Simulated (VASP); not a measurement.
# Al3GaN4 (P-42m) in VASP: a series of runs

Runs on Al3GaN4. Level: PBEsol. Tasks: single point.

Everything below comes from runs of VASP 6.6.1. Logs are shortened: lines on timing, memory, paths and dates and some standing lists are left out, and cuts for length are marked.

## Step 1: The cell of the first run

The structure is tetragonal, space group P-42m (No. 111). Conventional cell: a = 4.330 Å, b = 4.330 Å, c = 3.835 Å, α = 90.00°, β = 90.00°, γ = 90.00°. Within 2.4 Å of Al (site symmetry -42m) lie 4 N at 1.79 Å. Al (site symmetry 222) has 4 N at 1.80 Å within 2.4 Å. Ga (site symmetry -42m) has 4 N at 1.84 Å within 2.4 Å. N (site symmetry m) has 3 Al at 1.79 to 1.80 Å and 1 Ga at 1.84 Å within 2.4 Å.

## Step 2: Single point, PBEsol (8.99 Å³/atom)

INCAR

```
SYSTEM = Al3GaN4
ALGO     = Normal         ! electronic algorithm
EDIFF    = 1E-6           ! SCF threshold, eV
ENCUT    = 520            ! plane-wave cutoff, eV
GGA      = PS             ! functional
ISIF     = 2              ! what is computed and relaxed
ISMEAR   = 0              ! smearing method
LASPH    = .True.         ! aspherical terms in the spheres
LCHARG   = .False.        ! write CHGCAR
LREAL    = .False.        ! projectors in reciprocal space
LWAVE    = .False.        ! write WAVECAR
NBANDS   = 31             ! bands
NELM     = 100            ! most SCF steps
PREC     = Accurate       ! precision mode
SIGMA    = 0.05           ! smearing width, eV
```

KPOINTS

```
k-points
0
Gamma
  6 6 6
  0 0 0
```

POSCAR

```
Al3GaN4
1.0
    4.3300090297      0.0000000000      0.0000000000
    0.0000000000      4.3300090297      0.0000000000
    0.0000000000      0.0000000000      3.8350889976
Al Ga N
3 1 4
Direct
    0.5000000000      0.5000000000      0.0000000000
    0.5000000000      0.0000000000      0.5000000000
    0.0000000000      0.5000000000      0.5000000000
    0.0000000000      0.0000000000      0.0000000000
    0.7447140287      0.7447140287      0.2552859713
    0.7447140287      0.2552859713      0.7447140287
    0.2552859713      0.7447140287      0.7447140287
    0.2552859713      0.2552859713      0.2552859713
```

Potentials or basis: VASP PAW PBE potentials, release 64 (Al, Ga_d, N).

Launch:

```bash
cat potpaw_PBE.64/Al/POTCAR potpaw_PBE.64/Ga_d/POTCAR potpaw_PBE.64/N/POTCAR > POTCAR
mpirun -np 1 vasp_std > vasp.out
```

OUTCAR:

```text
SYSTEM = Al3GaN4
   EDIFF = 1E-6
   ENCUT = 520
   GGA = PS
   ISIF = 2
   ISMEAR = 0
   LASPH = .True.
   LREAL = .False.
   NELM = 100
   PREC = Accurate

 ion  position               nearest neighbor table
   1  0.500  0.500  0.000-   5 1.79   6 1.79   7 1.79   8 1.79   2 2.89   3 2.89   2 2.89   3 2.89
                             2 2.89   2 2.89   3 2.89   3 2.89   4 3.06   4 3.06   4 3.06   4 3.06
   2  0.500  0.000  0.500-   5 1.80   6 1.80   7 1.80   8 1.80   1 2.89   4 2.89   1 2.89   4 2.89
                             1 2.89   1 2.89   4 2.89   4 2.89   3 3.06   3 3.06   3 3.06   3 3.06
   3  0.000  0.500  0.500-   5 1.80   6 1.80   7 1.80   8 1.80   1 2.89   4 2.89   1 2.89   4 2.89
                             4 2.89   4 2.89   1 2.89   1 2.89   2 3.06   2 3.06   2 3.06   2 3.06
   4  0.000  0.000  0.000-   5 1.84   6 1.84   7 1.84   8 1.84   2 2.89   3 2.89   2 2.89   3 2.89
                             3 2.89   3 2.89   2 2.89   2 2.89   1 3.06   1 3.06   1 3.06   1 3.06
   5  0.745  0.745  0.255-   1 1.79   2 1.80   3 1.80   4 1.84
   6  0.745  0.255  0.745-   1 1.79   2 1.80   3 1.80   4 1.84
   7  0.255  0.745  0.745-   1 1.79   2 1.80   3 1.80   4 1.84
   8  0.255  0.255  0.255-   1 1.79   2 1.80   3 1.80   4 1.84

  LATTYP: Found a simple tetragonal cell.
 ALAT       =     4.3300090297
 C/A-ratio  =     0.8857000000

  Lattice vectors:

 A1 = (   4.3300090297,   0.0000000000,   0.0000000000)
 A2 = (   0.0000000000,   4.3300090297,   0.0000000000)
 A3 = (   0.0000000000,   0.0000000000,   3.8350889976)

Analysis of symmetry for initial positions (statically):
=====================================================================
 Subroutine PRICEL returns:
 Original cell was already a primitive cell.

 Routine SETGRP: Setting up the symmetry group for a
 simple tetragonal supercell.

 Subroutine GETGRP returns: Found  8 space group operations
 (whereof  8 operations were pure point group operations)
 out of a pool of 16 trial point group operations.

The static configuration has the point symmetry D_2d.

Analysis of symmetry for dynamics (positions and initial velocities):
=====================================================================
 Subroutine PRICEL returns:
 Original cell was already a primitive cell.

 Routine SETGRP: Setting up the symmetry group for a
 simple tetragonal supercell.

 Subroutine GETGRP returns: Found  8 space group operations
 (whereof  8 operations were pure point group operations)
 out of a pool of 16 trial point group operations.

The dynamic configuration has the point symmetry D_2d.

 Subroutine INISYM returns: Found  8 space group operations
 (whereof  8 operations are pure point group operations),
 and found     1 'primitive' translations

----------------------------------------------------------------------------------------

                                     Primitive cell

  volume of cell :      71.9040

  direct lattice vectors                    reciprocal lattice vectors
     4.330009030  0.000000000  0.000000000     0.230946401  0.000000000  0.000000000
     0.000000000  4.330009030  0.000000000     0.000000000  0.230946401  0.000000000
     0.000000000  0.000000000  3.835088998     0.000000000  0.000000000  0.260750142

  length of vectors
     4.330009030  4.330009030  3.835088998     0.230946401  0.230946401  0.260750142

  position of ions in fractional coordinates (direct lattice)
     0.500000000  0.500000000  0.000000000
     0.500000000  0.000000000  0.500000000
     0.000000000  0.500000000  0.500000000
     0.000000000  0.000000000  0.000000000
     0.744714029  0.744714029  0.255285971
     0.744714029  0.255285971  0.744714029
     0.255285971  0.744714029  0.744714029
     0.255285971  0.255285971  0.255285971

  ion indices of the primitive-cell ions
   primitive index   ion index
                 1           1
                 2           2
                 3           3
                 4           4
                 5           5
                 6           6
                 7           7
                 8           8

----------------------------------------------------------------------------------------

 KPOINTS: k-points

Automatic generation of k-mesh.
 Grid dimensions read from file:
 generate k-points for:    6    6    6

 Generating k-lattice:

  Cartesian coordinates                     Fractional coordinates (reciprocal lattice)
     0.038491067  0.000000000  0.000000000     0.166666667  0.000000000  0.000000000
     0.000000000  0.038491067  0.000000000     0.000000000  0.166666667  0.000000000
     0.000000000  0.000000000  0.043458357     0.000000000  0.000000000  0.166666667

  Length of vectors
     0.038491067  0.038491067  0.043458357

  Shift w.r.t. Gamma in fractional coordinates (k-lattice)
     0.000000000  0.000000000  0.000000000

 Subroutine IBZKPT returns following result:
 ===========================================

 Found     40 irreducible k-points:

 Following reciprocal coordinates:
            Coordinates               Weight
  0.000000  0.000000  0.000000      1.000000
  0.166667  0.000000  0.000000      4.000000
  0.333333  0.000000  0.000000      4.000000
  0.500000  0.000000  0.000000      2.000000
  0.166667  0.166667  0.000000      4.000000
  0.333333  0.166667  0.000000      8.000000
[... 16 lines left out ...]
  0.333333  0.000000  0.333333      8.000000
  0.500000  0.000000  0.333333      4.000000
 [... further k-points ...]
   k-points           NKPTS =     40   k-points in BZ     NKDIM =     40   number of bands    NBANDS=     31
   number of dos      NEDOS =    301   number of ions     NIONS =      8
   total plane-waves  NPLWV =  30720
   dimension x,y,z NGX =    32 NGY =   32 NGZ =   30
   dimension x,y,z NGXF=    64 NGYF=   64 NGZF=   60
   ions per type =               3   1   4
   NGX,Y,Z   is equivalent  to a cutoff of  12.29, 12.29, 13.00 a.u.
   NGXF,Y,Z  is equivalent  to a cutoff of  24.57, 24.57, 26.01 a.u.
 SYSTEM =  Al3GaN4
   PREC   = accura    normal or accurate (medium, high low for compatibility)
   ISTART =      0    job   : 0-new  1-cont  2-samecut
   ICHARG =      2    charge: 1-file 2-atom 10-const
   ISPIN  =      1    spin polarized calculation?
   LNONCOLLINEAR =      F non collinear calculations
   LSORBIT =      F    spin-orbit coupling
   LASPH  =      T    aspherical Exc in radial PAW
   ENCUT  =  520.0 eV  38.22 Ry    6.18 a.u.   8.05  8.05  7.13*2*pi/ulx,y,z
   NELM   =    100;   NELMIN=  2; NELMDL= -5     # of ELM steps
   EDIFF  = 0.1E-05   stopping-criterion for ELM
   LREAL  =      F    real-space projection
   EDIFFG = 0.1E-04   stopping-criterion for IOM
   NSW    =      0    number of steps for IOM
   IBRION =     -1    ionic relax: 0-MD 1-quasi-New 2-CG
   NFREE  =      0    steps in history (QN), initial steepest desc. (CG)
   ISIF   =      2    stress and relaxation
   ISYM   =      2    0-nonsym 1-usesym 2-fastsym
   POTIM  = 0.5000    time-step for ionic-motion
   TEBEG  =    0.0;   TEEND  =   0.0 temperature during run
   PSTRESS=    0.0 pullay stress
   NELECT =      42.0000    total number of electrons
   NUPDOWN=      -1.0000    fix difference up-down
   EMIN   =  10.00;   EMAX   =-10.00  energy-range for DOS
   EFERMI =   0.00;   METHOD = LEGACY
   ISMEAR =     0;   SIGMA  =   0.05  broadening in eV -4-tet -1-fermi 0-gaus
   EFERMI_NEDOS =   21; number of points for ismear=-14 and -15
   IALGO  =     38    algorithm
   IMIX   =      4    mixing-type and parameters
     AMIX     =   0.40;   BMIX     =  1.00
     AMIX_MAG =   1.60;   BMIX_MAG =  1.00
  volume/ion in A,a.u.               =       8.99        60.65
  Fermi-wavevector in a.u.,A,eV,Ry     =   1.368486  2.586063 25.480351  1.872753
  Thomas-Fermi vector in A             =   2.494445
   LORBIT       =      0    0 simple, 1 ext, 2 COOP (PROOUT), +10 PAW based schemes
   GGA     = PS    functional components
   LHFCALC =     F    Hartree Fock is set to
   AEXX    =    0.0000 exact exchange contribution
   IVDW    =     0    specifies the selected vdW correction
   LEPSILON=     F    determine dielectric tensor
   LRPA    =     F    only Hartree local field effects (RPA)
 non-spin polarized calculation
 Gauss-broadening in eV      SIGMA  =   0.05
  energy-cutoff  :      520.00
  volume of cell :       71.90
 maximum number of plane-waves:      1972
   NGX = 17   NGY = 17   NGZ = 15

 number of electron      42.0000022 magnetization

 Free energy of the ion-electron system (eV)
  ---------------------------------------------------
  ext. energy  EPLUGINS =         0.00000000
  ---------------------------------------------------
  free energy    TOTEN  =       -58.00766428 eV

  energy without entropy =      -58.00766428  energy(sigma->0) =      -58.00766428

 E-fermi :   8.0307     XC(G=0): -12.1732

 val. band max:        7.7730410087   @ k =   0.0000   0.0000   0.0000
 cond. band min:      10.5675378239   @ k =   0.0000   0.0000   0.0000
 fundamental gap:      2.7944968152
 Fermi energy:         8.0306838960

 k-point     1 :       0.0000    0.0000    0.0000
  band No.  band energies     occupation
      1      -8.9040      2.00000
      2      -6.3840      2.00000
      3      -6.3840      2.00000
      4      -6.2498      2.00000
      5      -5.1318      2.00000
      6      -5.1026      2.00000
[... 23 lines left out ...]
     30      21.0805      0.00000
     31      21.0805      0.00000

 k-point     2 :       0.1667    0.0000    0.0000
  band No.  band energies     occupation
      1      -8.7557      2.00000
      2      -6.5328      2.00000
      3      -6.3915      2.00000
      4      -6.2540      2.00000
      5      -5.1288      2.00000
      6      -5.0962      2.00000
[... 23 lines left out ...]
     30      20.8901      0.00000
     31      21.5379      0.00000

 k-point     3 :       0.3333    0.0000    0.0000
  band No.  band energies     occupation
      1      -8.3296      2.00000
      2      -7.0088      2.00000
      3      -6.4051      2.00000
      4      -6.2634      2.00000
      5      -5.1228      2.00000
      6      -5.0827      2.00000
[... 23 lines left out ...]
     30      20.0844      0.00000
     31      20.2766      0.00000

 k-point     4 :       0.5000    0.0000    0.0000
  band No.  band energies     occupation
      1      -7.7205      2.00000
      2      -7.6663      2.00000
      3      -6.4115      2.00000
      4      -6.2684      2.00000
      5      -5.1198      2.00000
      6      -5.0723      2.00000
[... 23 lines left out ...]
     30      19.2990      0.00000
     31      19.6223      0.00000

 k-point     5 :       0.1667    0.1667    0.0000
  band No.  band energies     occupation
      1      -8.6113      2.00000
      2      -6.5237      2.00000
      3      -6.5202      2.00000
      4      -6.2671      2.00000
      5      -5.1257      2.00000
      6      -5.0890      2.00000
[... 23 lines left out ...]
     30      20.5685      0.00000
     31      21.0244      0.00000
[... 542 lines left out ...]
     30      21.1792      0.00000
     31      21.3690      0.00000

 k-point    22 :       0.1667    0.0000    0.3333
  band No.  band energies     occupation
      1      -8.0661      2.00000
      2      -6.6950      2.00000
      3      -6.4974      2.00000
      4      -6.4174      2.00000
      5      -5.0785      2.00000
      6      -5.0682      2.00000
[... 23 lines left out ...]
     30      20.4554      0.00000
     31      20.6681      0.00000

 k-point    23 :       0.3333    0.0000    0.3333
  band No.  band energies     occupation
      1      -7.7209      2.00000
      2      -6.7920      2.00000
      3      -6.6128      2.00000
      4      -6.4429      2.00000
      5      -5.0615      2.00000
      6      -5.0571      2.00000
[... 23 lines left out ...]
     30      18.8730      0.00000
     31      19.4694      0.00000

 k-point    24 :       0.5000    0.0000    0.3333
  band No.  band energies     occupation
      1      -7.2996      2.00000
      2      -7.1792      2.00000
      3      -6.5705      2.00000
      4      -6.4699      2.00000
      5      -5.0533      2.00000
      6      -5.0410      2.00000
[... 23 lines left out ...]
     30      18.1591      0.00000
     31      19.6628      0.00000

 [... further k-points ...]

------------------------ aborting loop because EDIFF is reached ----------------------------------------

  FORCE on cell =-STRESS in cart. coord.  units (eV):
  Direction    XX          YY          ZZ          XY          YZ          ZX
  --------------------------------------------------------------------------------------
  -------------------------------------------------------------------------------------
  Total       20.2228618     20.2228618     22.6321859      0.0000000      0.0000000      0.0000000
  in kB      450.6092951    450.6092951    504.2942698      0.0000000      0.0000000      0.0000000
  external PRESSURE =     468.5042867 kB  Pullay stress =       0.0000000 kB

 VOLUME and BASIS-vectors are now :
 -----------------------------------------------------------------------------
  energy-cutoff  :      520.00
  volume of cell :       71.90
      direct lattice vectors                 reciprocal lattice vectors
     4.330009030  0.000000000  0.000000000     0.230946401  0.000000000  0.000000000
     0.000000000  4.330009030  0.000000000     0.000000000  0.230946401  0.000000000
     0.000000000  0.000000000  3.835088998     0.000000000  0.000000000  0.260750142

 POSITION                                       TOTAL-FORCE (eV/Angst)
 -----------------------------------------------------------------------------------
      2.16500      2.16500      0.00000         0.000000     -0.000000      0.000000
      2.16500      0.00000      1.91754         0.000000     -0.000000      0.000000
      0.00000      2.16500      1.91754         0.000000     -0.000000      0.000000
      0.00000      0.00000      0.00000         0.000000     -0.000000      0.000000
      3.22462      3.22462      0.97904         0.061525      0.061525      0.183671
      3.22462      1.10539      2.85604         0.061525     -0.061525     -0.183671
      1.10539      3.22462      2.85604        -0.061525      0.061525     -0.183671
      1.10539      1.10539      0.97904        -0.061525     -0.061525      0.183671
 -----------------------------------------------------------------------------------
    total drift:                               -0.000000     -0.000000      0.000000

  FREE ENERGIE OF THE ION-ELECTRON SYSTEM (eV)
  ---------------------------------------------------
  free  energy   TOTEN  =       -58.0076642803 eV

  energy  without entropy=      -58.0076642803  energy(sigma->0) =      -58.00766428
```

Wall time 2.4 min (1 thread of AMD EPYC 7R13, shared host); peak memory 0.2 GiB.

Results:

```yaml
Free_energy: -58.0077 eV
Pressure: 46.9 GPa
Largest_force: 0.203 eV/Å
Band_gap_on_the_k_mesh: 2.79 eV
```

Forces on the atoms (eV/Å):
```
Al   0.000  0.000  0.000
Al   0.000  0.000  0.000
Al   0.000  0.000  0.000
Ga   0.000  0.000  0.000
N    0.062  0.062  0.184
N    0.062 -0.062 -0.184
N   -0.062  0.062 -0.184
N   -0.062 -0.062  0.184
```

Stress tensor (GPa, compression positive):
```
45.06  0.00  0.00
 0.00 45.06  0.00
 0.00  0.00 50.43
```

Caveat: the stress differs along the axes, from 45 to 50 GPa; the PAW data sets were made with another functional, which shifts forces and pressure a little.

## Step 3: Single point, PBEsol (8.99 Å³/atom)

INCAR

```
SYSTEM = Al3GaN4
PREC = Accurate ; ENCUT = 520
EDIFF = 1E-7 ; ISMEAR = 0
SIGMA = 0.05 ; LREAL = .FALSE.
LASPH = .TRUE. ; NELM = 60
ALGO = Normal ; ISIF = 2
LWAVE = .FALSE. ; LCHARG = .FALSE.
GGA = PS ; NBANDS = 31
```

KPOINTS

```
Automatic mesh
0
G
  6 6 6
  0 0 0
```

POSCAR, as its differences from that of step 2:

```diff
@@ -2,5 +2,5 @@
 1.0
-    4.3300090297      0.0000000000      0.0000000000
-    0.0000000000      4.3300090297      0.0000000000
-    0.0000000000      0.0000000000      3.8350889976
+    3.9934940000      0.0000000000      0.0000000000
+    0.0000000000      3.9934940000      0.0000000000
+    0.0000000000      0.0000000000      4.5086547261
 Al Ga N
```

Potentials or basis: VASP PAW PBE potentials, release 64 (Al, Ga_d, N).

Launch:

```bash
cat potpaw_PBE.64/Al/POTCAR potpaw_PBE.64/Ga_d/POTCAR potpaw_PBE.64/N/POTCAR > POTCAR
mpirun -np 1 vasp_std > vasp.out
```

Wall time 2.8 min (1 thread of AMD EPYC 7R13, shared host); peak memory 0.19 GiB.

It converged, with:

| Item | Value |
| --- | --- |
| Free energy | -57.8256 eV |
| Pressure | 47.1 GPa |
| Largest force | 0.175 eV/Å |
| Band gap on the k mesh | 2.91 eV (least direct gap 3.01 eV) |

Forces on the atoms (eV/Å):
```
Al   0.000  0.000  0.000
Al   0.000  0.000  0.000
Al   0.000  0.000  0.000
Ga   0.000  0.000  0.000
N   -0.092 -0.092 -0.117
N   -0.092  0.092  0.117
N    0.092 -0.092  0.117
N    0.092  0.092 -0.117
```

Stress tensor (GPa, compression positive):
```
53.89  0.00  0.00
 0.00 53.89  0.00
 0.00  0.00 33.64
```

Levels at points of the mesh, in eV from the valence-band top:
```tsv
k point	band 18	band 19	band 20	band 21	band 22	band 23	band 24	band 25
(0.00, 0.00, 0.00)	-1.83	-0.78	-0.10	-0.10	2.91	2.91	3.74	4.50
(0.50, 0.00, 0.00)	-2.10	-1.86	-1.69	-1.47	6.12	6.29	6.60	6.70
(0.50, 0.50, 0.00)	-0.61	-0.31	-0.24	-0.24	8.15	8.15	8.37	8.69
(0.00, 0.00, 0.50)	-1.21	-1.21	-0.84	-0.84	5.35	5.35	5.84	5.98
(0.50, 0.00, 0.50)	-1.64	-1.46	-1.25	-1.15	7.62	7.70	7.78	7.90
(0.50, 0.50, 0.50)	-0.55	-0.35	-0.17	-0.17	6.08	7.17	7.20	7.20
```

Caveat: the stress differs along the axes, from 34 to 54 GPa; the PAW data sets were made with another functional, which shifts forces and pressure a little. A k mesh can miss the band edges.
